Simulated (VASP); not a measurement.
# CuI (zincblende type) (F-43m) in VASP: further runs

Runs on CuI (zincblende type). Level: LDA. Tasks: single point, relaxation of cell and atoms.

All numbers are computed with VASP 6.6.1; they aren't measurements. Logs are shortened: lines on timing, memory, paths and dates and some standing lists are left out, and cuts for length are marked.

## (1) The cell of the first run

It takes space group F-43m (No. 216, cubic). Conventional cell: a = 5.885 Å, b = 5.885 Å, c = 5.885 Å, α = 90.00°, β = 90.00°, γ = 90.00°. Within 3.4 Å of Cu (site symmetry -43m) lie 4 I at 2.55 Å. I (site symmetry -43m) has 4 Cu at 2.55 Å within 3.4 Å.

## (2) Single point, LDA

The input, INCAR:

```
ALGO     = Normal         # electronic algorithm
EDIFF    = 1E-6           # SCF threshold, eV
ENCUT    = 520            # plane-wave cutoff, eV
GGA      = CA             # functional
ISIF     = 2              # what is computed and relaxed
ISMEAR   = -1             # smearing method
LASPH    = True           # aspherical terms in the spheres
LCHARG   = False          # write CHGCAR
LREAL    = False          # projectors in reciprocal space
LWAVE    = False          # write WAVECAR
NBANDS   = 16             # bands
NELM     = 60             # most SCF steps
PREC     = Accurate       # precision mode
SIGMA    = 0.08           # smearing width, eV
```

The input, KPOINTS:

```
k-points
0
Gamma
  11 11 11
```

The input, POSCAR:

```
CuI
1.0
    0.0000000000      2.9427425298      2.9427425298
    2.9427425298      0.0000000000      2.9427425298
    2.9427425298      2.9427425298      0.0000000000
Cu I
1 1
Direct
    0.0000000000      0.0000000000      0.0000000000
    0.2500000000      0.2500000000      0.2500000000
```

Potentials or basis: VASP PAW LDA potentials, release 64 (Cu, I).

The run is started by

```
$ cat potpaw_LDA.64/Cu/POTCAR potpaw_LDA.64/I/POTCAR > POTCAR
$ mpirun -np 1 vasp_std > vasp.out
```

OUTCAR:

```text
EDIFF = 1E-6
   ENCUT = 520
   GGA = CA
   ISIF = 2
   ISMEAR = -1
   LASPH = True
   LREAL = False
   NELM = 60
   PREC = Accurate

 ion  position               nearest neighbor table
   1  0.000  0.000  0.000-   2 2.55   2 2.55   2 2.55   2 2.55
   2  0.250  0.250  0.250-   1 2.55   1 2.55   1 2.55   1 2.55

  LATTYP: Found a face centered cubic cell.
 ALAT       =     5.8854850596

  Lattice vectors:

 A1 = (   0.0000000000,   2.9427425298,   2.9427425298)
 A2 = (   2.9427425298,   0.0000000000,   2.9427425298)
 A3 = (   2.9427425298,   2.9427425298,   0.0000000000)

Analysis of symmetry for initial positions (statically):
=====================================================================
 Subroutine PRICEL returns:
 Original cell was already a primitive cell.

 Routine SETGRP: Setting up the symmetry group for a
 face centered cubic supercell.

 Subroutine GETGRP returns: Found 24 space group operations
 (whereof 24 operations were pure point group operations)
 out of a pool of 48 trial point group operations.

The static configuration has the point symmetry T_d .

Analysis of symmetry for dynamics (positions and initial velocities):
=====================================================================
 Subroutine PRICEL returns:
 Original cell was already a primitive cell.

 Routine SETGRP: Setting up the symmetry group for a
 face centered cubic supercell.

 Subroutine GETGRP returns: Found 24 space group operations
 (whereof 24 operations were pure point group operations)
 out of a pool of 48 trial point group operations.

The dynamic configuration has the point symmetry T_d .

 Subroutine INISYM returns: Found 24 space group operations
 (whereof 24 operations are pure point group operations),
 and found     1 'primitive' translations

----------------------------------------------------------------------------------------

                                     Primitive cell

  volume of cell :      50.9667

  direct lattice vectors                    reciprocal lattice vectors
     0.000000000  2.942742530  2.942742530    -0.169909530  0.169909530  0.169909530
     2.942742530  0.000000000  2.942742530     0.169909530 -0.169909530  0.169909530
     2.942742530  2.942742530  0.000000000     0.169909530  0.169909530 -0.169909530

  length of vectors
[... 72 lines left out ...]
 SYSTEM =  unknown system
   PREC   = accura    normal or accurate (medium, high low for compatibility)
   ISTART =      0    job   : 0-new  1-cont  2-samecut
   ICHARG =      2    charge: 1-file 2-atom 10-const
   ISPIN  =      1    spin polarized calculation?
   LNONCOLLINEAR =      F non collinear calculations
   LSORBIT =      F    spin-orbit coupling
   LASPH  =      T    aspherical Exc in radial PAW
   ENCUT  =  520.0 eV  38.22 Ry    6.18 a.u.   7.74  7.74  7.74*2*pi/ulx,y,z
   NELM   =     60;   NELMIN=  2; NELMDL= -5     # of ELM steps
   EDIFF  = 0.1E-05   stopping-criterion for ELM
   LREAL  =      F    real-space projection
   EDIFFG = 0.1E-04   stopping-criterion for IOM
   NSW    =      0    number of steps for IOM
   IBRION =     -1    ionic relax: 0-MD 1-quasi-New 2-CG
   NFREE  =      0    steps in history (QN), initial steepest desc. (CG)
   ISIF   =      2    stress and relaxation
   ISYM   =      2    0-nonsym 1-usesym 2-fastsym
   POTIM  = 0.5000    time-step for ionic-motion
   TEBEG  =    0.0;   TEEND  =   0.0 temperature during run
   PSTRESS=    0.0 pullay stress
   NELECT =      18.0000    total number of electrons
   NUPDOWN=      -1.0000    fix difference up-down
   EMIN   =  10.00;   EMAX   =-10.00  energy-range for DOS
   EFERMI =   0.00;   METHOD = LEGACY
   ISMEAR =    -1;   SIGMA  =   0.08  broadening in eV -4-tet -1-fermi 0-gaus
   EFERMI_NEDOS =   21; number of points for ismear=-14 and -15
   IALGO  =     38    algorithm
   IMIX   =      4    mixing-type and parameters
     AMIX     =   0.40;   BMIX     =  1.00
     AMIX_MAG =   1.60;   BMIX_MAG =  1.00
  volume/ion in A,a.u.               =      25.48       171.97
  Fermi-wavevector in a.u.,A,eV,Ry     =   1.157187  2.186766 18.219301  1.339081
  Thomas-Fermi vector in A             =   2.293800
   LORBIT       =      0    0 simple, 1 ext, 2 COOP (PROOUT), +10 PAW based schemes
   GGA     = CA    functional components
   LHFCALC =     F    Hartree Fock is set to
   AEXX    =    0.0000 exact exchange contribution
   IVDW    =     0    specifies the selected vdW correction
   LEPSILON=     F    determine dielectric tensor
   LRPA    =     F    only Hartree local field effects (RPA)
 non-spin polarized calculation
  energy-cutoff  :      520.00
  volume of cell :       50.97
 maximum number of plane-waves:      1391
   NGX = 15   NGY = 15   NGZ = 15

 number of electron      17.9999987 magnetization

 Free energy of the ion-electron system (eV)
  ---------------------------------------------------
  ext. energy  EPLUGINS =         0.00000000
  ---------------------------------------------------
  free energy    TOTEN  =        -6.99594014 eV

  energy without entropy =       -6.99593654  energy(sigma->0) =       -6.99593834

 E-fermi :   5.9256     XC(G=0):  -9.7105

 val. band max:        5.1943455026   @ k =   0.0000   0.0000   0.0000
 cond. band min:       6.4433324991   @ k =   0.0000   0.0000   0.0000
 fundamental gap:      1.2489869965
 Fermi energy:         5.9256020860

 k-point     1 :       0.0000    0.0000    0.0000
  band No.  band energies     occupation
      1      -9.2940      2.00000
      2       1.1264      2.00000
      3       1.1264      2.00000
      4       1.1264      2.00000
      5       2.8735      2.00000
      6       2.8735      2.00000
[... 433 lines left out ...]
      3       0.9163      2.00000
      4       1.1975      2.00000
      5       2.8175      2.00000
      6       2.8983      2.00000
[... 8 lines left out ...]
     15      15.1458      0.00000
     16      16.1614      0.00000

 [... further k-points ...]
[... 5 lines left out ...]
  --------------------------------------------------------------------------------------
  -------------------------------------------------------------------------------------
  Total       -0.1453600     -0.1453600     -0.1453600      0.0000000     -0.0000000      0.0000000
  in kB       -4.5695013     -4.5695013     -4.5695013      0.0000000     -0.0000000      0.0000000
  external PRESSURE =      -4.5695013 kB  Pullay stress =       0.0000000 kB

 VOLUME and BASIS-vectors are now :
 -----------------------------------------------------------------------------
  energy-cutoff  :      520.00
  volume of cell :       50.97
      direct lattice vectors                 reciprocal lattice vectors
     0.000000000  2.942742530  2.942742530    -0.169909530  0.169909530  0.169909530
     2.942742530  0.000000000  2.942742530     0.169909530 -0.169909530  0.169909530
     2.942742530  2.942742530  0.000000000     0.169909530  0.169909530 -0.169909530

 POSITION                                       TOTAL-FORCE (eV/Angst)
 -----------------------------------------------------------------------------------
      0.00000      0.00000      0.00000         0.000000     -0.000000      0.000000
      1.47137      1.47137      1.47137        -0.000000      0.000000     -0.000000
 -----------------------------------------------------------------------------------
    total drift:                                0.000000      0.000000     -0.000000

  FREE ENERGIE OF THE ION-ELECTRON SYSTEM (eV)
  ---------------------------------------------------
  free  energy   TOTEN  =        -6.9959401420 eV

  energy  without entropy=       -6.9959365385  energy(sigma->0) =       -6.99593834
```

Run time: 85 s. Hardware: 1 thread of AMD EPYC 7R13, shared host; peak memory 0.15 GiB.

What came out:

* Free energy: -6.9959 eV
* Pressure: -0.5 GPa
* Band gap on the k mesh: 1.25 eV

Caveat: spin-orbit coupling is left out, which moves the levels of the heavy elements; an odd mesh through Γ misses points on the zone boundary, where band edges can lie.

## (3) Relaxation of cell and atoms, LDA, target pressure -0.65 GPa, at which the enthalpy is minimised

The input, INCAR:

```
ALGO     = Normal         # electronic algorithm
EDIFF    = 1E-7           # SCF threshold, eV
EDIFFG   = -0.005         # ionic threshold
ENCUT    = 600            # plane-wave cutoff, eV
GGA      = CA             # functional
IBRION   = 2              # ionic algorithm
ISIF     = 3              # what is computed and relaxed
ISMEAR   = -1             # smearing method
LASPH    = True           # aspherical terms in the spheres
LCHARG   = False          # write CHGCAR
LREAL    = False          # projectors in reciprocal space
LWAVE    = False          # write WAVECAR
NELM     = 100            # most SCF steps
NSW      = 32             # ionic steps
PREC     = Accurate       # precision mode
PSTRESS  = -6.5         
SIGMA    = 0.08           # smearing width, eV
```

KPOINTS is that of step 2.

POSCAR is that of step 2.

Potentials or basis: VASP PAW LDA potentials, release 64 (Cu, I).

The run is started by

```
$ cat potpaw_LDA.64/Cu/POTCAR potpaw_LDA.64/I/POTCAR > POTCAR
$ mpirun -np 1 vasp_std > vasp.out
```

OUTCAR:

```text
EDIFF = 1E-7
   EDIFFG = -0.005
   ENCUT = 600
   GGA = CA
   IBRION = 2
   ISIF = 3
   ISMEAR = -1
   LASPH = True
   LREAL = False
   NELM = 100
   NSW = 32
   PREC = Accurate
   PSTRESS = -6.5

 ion  position               nearest neighbor table
   1  0.000  0.000  0.000-   2 2.55   2 2.55   2 2.55   2 2.55
   2  0.250  0.250  0.250-   1 2.55   1 2.55   1 2.55   1 2.55

  LATTYP: Found a face centered cubic cell.
 ALAT       =     5.8854850596

  Lattice vectors:

 A1 = (   0.0000000000,   2.9427425298,   2.9427425298)
 A2 = (   2.9427425298,   0.0000000000,   2.9427425298)
 A3 = (   2.9427425298,   2.9427425298,   0.0000000000)

Analysis of symmetry for initial positions (statically):
=====================================================================
 Subroutine PRICEL returns:
 Original cell was already a primitive cell.

 Routine SETGRP: Setting up the symmetry group for a
 face centered cubic supercell.

 Subroutine GETGRP returns: Found 24 space group operations
 (whereof 24 operations were pure point group operations)
 out of a pool of 48 trial point group operations.

[... 220 lines left out ...]
      1      -9.3088      2.00000
      2       1.1099      2.00000
      3       1.1099      2.00000
      4       1.1099      2.00000
      5       2.8563      2.00000
      6       2.8563      2.00000
      7       5.1649      1.99978
      8       5.1649      1.99978
      9       5.1649      1.99978
     10       6.4061      0.00325
     11       9.9340      0.00000
     12       9.9340      0.00000
     13       9.9340      0.00000
[... 354 lines left out ...]
  band No.  band energies     occupation
      1      -8.8785      2.00000
      2      -0.0082      2.00000
      3       0.8996      2.00000
      4       1.1804      2.00000
      5       2.8007      2.00000
      6       2.8810      2.00000
      7       3.5398      2.00000
      8       3.8523      2.00000
      9       4.7142      2.00000
     10       8.4218      0.00000
     11      10.0751      0.00000
     12      10.7027      0.00000
     13      10.7279      0.00000

 [... further k-points ...]
[... 5 lines left out ...]
  --------------------------------------------------------------------------------------
  -------------------------------------------------------------------------------------
  Total       -0.2160937     -0.2160937     -0.2160937      0.0000000     -0.0000000      0.0000000
  in kB       -6.7763734     -6.7763734     -6.7763734      0.0000000     -0.0000000      0.0000000
  external PRESSURE =      -0.2763734 kB  Pullay stress =      -6.5000000 kB

 VOLUME and BASIS-vectors are now :
 -----------------------------------------------------------------------------
  energy-cutoff  :      600.00
  volume of cell :       51.09
      direct lattice vectors                 reciprocal lattice vectors
    -0.000000000  2.945156960  2.945156960    -0.169770239  0.169770239  0.169770239
     2.945156960  0.000000000  2.945156960     0.169770239 -0.169770239  0.169770239
     2.945156960  2.945156960 -0.000000000     0.169770239  0.169770239 -0.169770239

 POSITION                                       TOTAL-FORCE (eV/Angst)
 -----------------------------------------------------------------------------------
      2.94516      2.94516     -0.00000        -0.000000     -0.000000     -0.000000
      1.47258      1.47258      1.47258         0.000000      0.000000      0.000000
 -----------------------------------------------------------------------------------
    total drift:                                0.000000      0.000000      0.000000

  FREE ENERGIE OF THE ION-ELECTRON SYSTEM (eV)
  ---------------------------------------------------
  free  energy   TOTEN  =        -6.9955232741 eV

  energy  without entropy=       -6.9955194957  energy(sigma->0) =       -6.99552138

  enthalpy is  TOTEN    =        -7.2028036109 eV   P V=       -0.2072803368

 reached required accuracy - stopping structural energy minimisation
```

OSZICAR:

```text
N       E                     dE             d eps       ncg     rms          rms(c)
DAV:   1     0.112458560675E+03    0.11246E+03   -0.87446E+03  1461   0.171E+03
[... 17 lines left out ...]
DAV:   1    -0.699722493716E+01   -0.12241E-02   -0.28184E-02  1466   0.457E+00    0.321E-01
DAV:   2    -0.699621948977E+01    0.10054E-02   -0.17309E-02  1502   0.464E+00    0.136E-01
DAV:   3    -0.699558501512E+01    0.63447E-03   -0.35438E-03  1484   0.221E+00    0.561E-02
DAV:   4    -0.699552883989E+01    0.56175E-04   -0.18703E-04  1706   0.137E-01    0.194E-02
DAV:   5    -0.699552521624E+01    0.36236E-05   -0.79562E-06  2123   0.830E-02    0.156E-02
DAV:   6    -0.699552345775E+01    0.17585E-05   -0.20892E-06  2249   0.210E-02    0.503E-03
DAV:   7    -0.699552326143E+01    0.19632E-06   -0.36574E-07  1444   0.231E-02    0.103E-03
DAV:   8    -0.699552327415E+01   -0.12716E-07   -0.15235E-07  1050   0.307E-03
   2 F= -.72028036E+01 E0= -.72028017E+01  d E =-.318692E-04
```

CONTCAR:

```text
CuI
   1.00000000000000
    -0.0000000000000000    2.9451569604333891    2.9451569604333891
     2.9451569604333891    0.0000000000000000    2.9451569604333891
     2.9451569604333891    2.9451569604333891   -0.0000000000000000
  Cu              I
     1     1
Direct
     0.0000000000000000    0.0000000000000000    1.0000000000000000
     0.2500000000000000    0.2500000000000000    0.2500000000000000

  0.00000000E+00  0.00000000E+00  0.00000000E+00
  0.00000000E+00  0.00000000E+00  0.00000000E+00
```

It took 3.8 min on 1 thread of AMD EPYC 7R13, shared host; peak memory 0.18 GiB.

What came out:

* Free energy: -6.9955 eV
* Relaxed volume: 25.55 Å³/atom
* Relaxed cell: a = 4.165 Å, b = 4.165 Å, c = 4.165 Å, α = 60.00°, β = 60.00°, γ = 60.00°
* Space group after relaxing (to 0.1 Å): F-43m (No. 216)
* Energy change on relaxing (the run minimises the enthalpy): +0.2 meV/atom
* Ionic steps: 2
* Pressure after relaxing: -0.7 GPa
* Band gap on the k mesh: 1.24 eV

Step by step:
```tsv
step	energy change (eV)	largest force (eV/Å)	pressure (GPa)	volume (Å³)
1	0.0000	0.0000	-0.54	50.97
2	0.0005	0.0000	-0.68	51.09
```

Final structure:
```
Cu I
1.0
     0.00000    2.94516    2.94516
     2.94516    0.00000    2.94516
     2.94516    2.94516    0.00000
Cu I
1 1
Direct
  0.00000 0.00000 0.00000
  0.25000 0.25000 0.25000
```

Caveat: the cell is relaxed towards a set pressure, so the run minimises the enthalpy, not the energy; spin-orbit coupling is left out, which moves the levels of the heavy elements; an odd mesh through Γ misses points on the zone boundary, where band edges can lie.

## (4) Relaxation of cell and atoms, LDA, target pressure -0.65 GPa, at which the enthalpy is minimised

This run uses another cell than the first one, of 25.59 Å³/atom.

The input, INCAR:

```
SYSTEM = CuI
PREC = Accurate
ENCUT = 600
EDIFF = 1E-6
ISMEAR = -1
SIGMA = 0.08
LREAL = .False.
LASPH = .True.
NELM = 100
ALGO = Normal
ISIF = 3
LWAVE = .False.
LCHARG = .False.
IBRION = 2
NSW = 60
EDIFFG = -0.005
PSTRESS = -6.5
```

The input, KPOINTS:

```
regular mesh
0
Gamma
  11 11 11
  0 0 0
```

The input, POSCAR:

```
CuI
1.0
    0.0000000000      2.9466871320      2.9466871320
    2.9466871320      0.0000000000      2.9466871320
    2.9466871320      2.9466871320      0.0000000000
Cu I
1 1
Direct
    0.0000000000      0.0000000000      0.0000000000
    0.2500000000      0.2500000000      0.2500000000
```

The run is started by

```
$ cat potpaw_LDA.64/Cu/POTCAR potpaw_LDA.64/I/POTCAR > POTCAR
$ mpirun -np 1 vasp_std > vasp.out
```

Wall time 11 min (1 thread of AMD EPYC 7R13, shared host); peak memory 0.18 GiB.

The run converged. Its results:

- Free energy: -6.9957 eV
- Relaxed volume: 25.53 Å³/atom
- Relaxed cell: a = 4.164 Å, b = 4.164 Å, c = 4.164 Å, α = 60.00°, β = 60.00°, γ = 60.00°
- Space group after relaxing (to 0.1 Å): F-43m (No. 216)
- Energy change on relaxing (the run minimises the enthalpy): -0.2 meV/atom
- Ionic steps: 14
- Pressure after relaxing: -0.6 GPa
- Band gap on the k mesh: 1.24 eV

The path:
```tsv
step	energy change (eV)	largest force (eV/Å)	pressure (GPa)	volume (Å³)
1	0.0000	0.0000	-0.54	51.17
2	0.0007	0.0000	-0.89	51.30
3	0.0002	0.0000	-0.83	51.21
4	0.0001	0.0000	-0.78	51.19
5	0.0000	0.0000	-0.77	51.18
6	0.0000	0.0000	-0.77	51.18
7	0.0000	0.0000	-0.61	51.17
8	0.0000	0.0000	-0.79	51.17
9	0.0000	0.0000	-0.72	51.17
10	0.0000	0.0000	-0.75	51.17
11	-0.0004	0.0000	-0.70	51.08
12	-0.0007	0.0000	-0.61	50.99
13	-0.0006	0.0000	-0.62	51.04
14	-0.0005	0.0000	-0.64	51.06
```

Final structure:
```
Cu I
1.0
     0.00000    2.94450    2.94450
     2.94450    0.00000    2.94450
     2.94450    2.94450    0.00000
Cu I
1 1
Direct
  0.00000 0.00000 0.00000
  0.25000 0.25000 0.25000
```

Levels at points of the mesh, in eV from the valence-band top:
| k point | band 6 | band 7 | band 8 | band 9 | band 10 | band 11 | band 12 | band 13 |
| --- | --- | --- | --- | --- | --- | --- | --- | --- |
| (0.00, 0.00, 0.00) | -2.31 | 0.00 | 0.00 | 0.00 | 1.24 | 4.77 | 4.77 | 4.77 |

Caveat: the cell is relaxed towards a set pressure, so the run minimises the enthalpy, not the energy; spin-orbit coupling is left out, which moves the levels of the heavy elements; an odd mesh through Γ misses points on the zone boundary, where band edges can lie.

## (5) The runs side by side

| task | cell | cutoff (eV) | gap on the mesh (eV) | pressure (GPa) |
| --- | --- | --- | --- | --- |
| single point | a = 4.162 Å, angles 60.0°, 2 atoms | 520 | 1.25 | -0.5 |
| relaxation of cell and atoms | relaxed to -0.65 GPa from a = 4.162 Å, angles 60.0°, 2 atoms | 600 | 1.24 | -0.7 |
| relaxation of cell and atoms | relaxed to -0.65 GPa from a = 4.167 Å, angles 60.0°, 2 atoms | 600 | 1.24 | -0.6 |

Alike in all rows: level LDA; potentials or basis VASP PAW LDA potentials, release 64 (Cu, I); no spin polarisation; k mesh 11 × 11 × 11; smearing fermi-dirac 0.08 eV.

Caveats: spin-orbit coupling is left out, which moves the levels of the heavy elements; an odd mesh through Γ misses points on the zone boundary, where band edges can lie; the cell is relaxed towards a set pressure, so the run minimises the enthalpy, not the energy (at least some runs).

Absolute energies hang on the potentials; compare differences alone.
